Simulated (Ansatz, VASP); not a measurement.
YTl: VASP beside Ansatz

File INCAR:

```
SYSTEM = YTl
ALGO = Normal ; EDIFF = 1E-6
ENCUT = 520 ; ISIF = 2
ISMEAR = -1 ; LASPH = .True.
LCHARG = .False. ; LREAL = .False.
LWAVE = .False. ; NBANDS = 19
NELM = 100 ; PREC = Accurate
SIGMA = 0.08
```

The input KPOINTS:

```
k-points
0
Gamma
  11 11 11
  0 0 0
```

File POSCAR:

```
YTl
1.0
    3.7258247448      0.0000000000      0.0000000000
    0.0000000000      3.7258247448      0.0000000000
    0.0000000000      0.0000000000      3.7258247448
Y Tl
1 1
Direct
    0.5000000000      0.5000000000      0.5000000000
    0.0000000000      0.0000000000      0.0000000000
```

Input for Ansatz:

```yaml
crystal:
  lattice:
    - [3.7258247448, 0.0, 0.0]
    - [0.0, 3.7258247448, 0.0]
    - [0.0, 0.0, 3.7258247448]
  atoms:
    - { symbol: "Y", position: [0.5, 0.5, 0.5] }
    - { symbol: Tl, position: [0.0, 0.0, 0.0] }
kpoints:
  mp_grid: { grid: [11, 11, 11] }
  band_path:
    path:
      - [0.0, 0.0, 0.0]
      - [0.0, 0.5, 0.0]
      - [0.5, 0.5, 0.0]
      - [0.0, 0.0, 0.0]
      - [0.5, 0.5, 0.5]
      - [0.0, 0.5, 0.0]
      - [0.5, 0.5, 0.5]
      - [0.5, 0.5, 0.0]
    npoints: 5
scf:
  occupations: { method: fermi_dirac, width: 0.08 }
hamiltonian:
  xc: lda
  pseudopotentials: { kind: all_electron, lapw: { basis_error: 0.00025 } }
output:
  forces: true
  stress: true
  eigenvalues: true
```

Change from the starting cell: volume scaled by 0.98.

Alike in both runs: task single point; functional LDA; k mesh 11 × 11 × 11; occupations fermi-dirac, width 0.08 eV; no spin polarisation.

```csv
,VASP,Ansatz
version,VASP 6.6.1,Ansatz 0.2.0
potentials or method,"VASP PAW LDA potentials, release 64 (Y_sv, Tl_d), cutoff 520 eV","all-electron LAPW, scalar-relativistic"
```

|  | VASP | Ansatz | Ansatz less VASP |
| --- | --- | --- | --- |
| pressure (GPa) | -1.7 | -1.8 | -0.07 |

LDA's correlation is that of Perdew and Zunger in VASP and of Perdew and Wang (1992) in Ansatz. Ansatz ran all-electron here, and VASP with PAW potentials.

Spin-orbit coupling is off throughout.
